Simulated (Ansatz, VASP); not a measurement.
**MnO: VASP beside Ansatz**

INCAR

```
PREC     = Accurate       # precision mode
ENCUT    = 520            # plane-wave cutoff, eV
EDIFF    = 1E-7           # SCF threshold, eV
ISMEAR   = -1             # smearing method
SIGMA    = 0.05           # smearing width, eV
LREAL    = False          # projectors in reciprocal space
LASPH    = True           # aspherical terms in the spheres
NELM     = 150            # most SCF steps
ALGO     = Normal         # electronic algorithm
ISIF     = 2              # what is computed and relaxed
LWAVE    = False          # write WAVECAR
LCHARG   = False          # write CHGCAR
ISPIN    = 2              # spin polarisation
MAGMOM   = 4 0            # initial moments
LORBIT   = 11             # projections on sites
LMAXMIX  = 4              # l up to which the mixer works
GGA      = PE             # functional
NBANDS   = 20             # bands
```

Contents of KPOINTS:

```
Automatic mesh
0
Gamma
  10 10 10
```

File POSCAR:

```
MnO
1.0
    2.6723886600      0.0000000000      0.0000000000
    0.0000000000      2.6723886600      0.0000000000
    0.0000000000      0.0000000000      2.6723886600
Mn O
1 1
Direct
    0.0123160000      0.0026230000     -0.0035030000
    0.4844890000      0.5021670000      0.5003480000
```

Contents of input.yaml:

```yaml
crystal:
  lattice:
    - [2.67238866, 0.0, 0.0]
    - [0.0, 2.67238866, 0.0]
    - [0.0, 0.0, 2.67238866]
  atoms:
    - { symbol: Mn, position: [0.012316, 0.002623, -0.003503], spin: 4.0 }
    - { symbol: O, position: [0.484489, 0.502167, 0.500348] }
kpoints:
  mp_grid: { grid: [10, 10, 10] }
scf:
  occupations: { method: fermi_dirac, width: 0.05 }
hamiltonian:
  xc: pbe
  pseudopotentials: { kind: all_electron, lapw: { basis_error: 0.001 } }
magnetization:
  spin_polarized: true
output:
  forces: true
  stress: true
  eigenvalues: true
  populations: true
```

Change from the starting cell: atoms moved at random, drawn with an rms of 0.05 Å.

Alike in both runs: task single point; functional PBE; k mesh 10 × 10 × 10; occupations fermi-dirac, width 0.05 eV; collinear spin.

|  | VASP | Ansatz |
| --- | --- | --- |
| version | VASP 6.6.1 | Ansatz 0.2.0 |
| potentials or method | VASP PAW PBE potentials, release 64 (Mn_pv, O), cutoff 520 eV | all-electron LAPW, scalar-relativistic |

Ansatz gave:

```
gap on the k mesh at the Fermi level (eV)                     : none
pressure (GPa)                                                : 5.9
traceless stress, the component that is largest in VASP (GPa) : -0.10
rms of the force components (eV/Å)                            : 0.047
net moment per atom (μB)                                      : 2.09
size of the moment on the site where the two differ most (μB) : 0.13
```

**Question.** What did VASP give for the same quantities?

**Answer.** gap on the k mesh at the Fermi level (eV): none; pressure (GPa): 6.2; traceless stress, the component that is largest in VASP (GPa): -0.11; rms of the force components (eV/Å): 0.054; net moment per atom (μB): 2.09; size of the moment on the site where the two differ most (μB): 0.11.

Site moments also hang on the region over which each program counts them. Atom by atom the forces differ by 0.006 eV/Å (rms over components). A gap of «none» marks a metal or a gap that the smearing closes. Ansatz ran all-electron here, and VASP with PAW potentials.
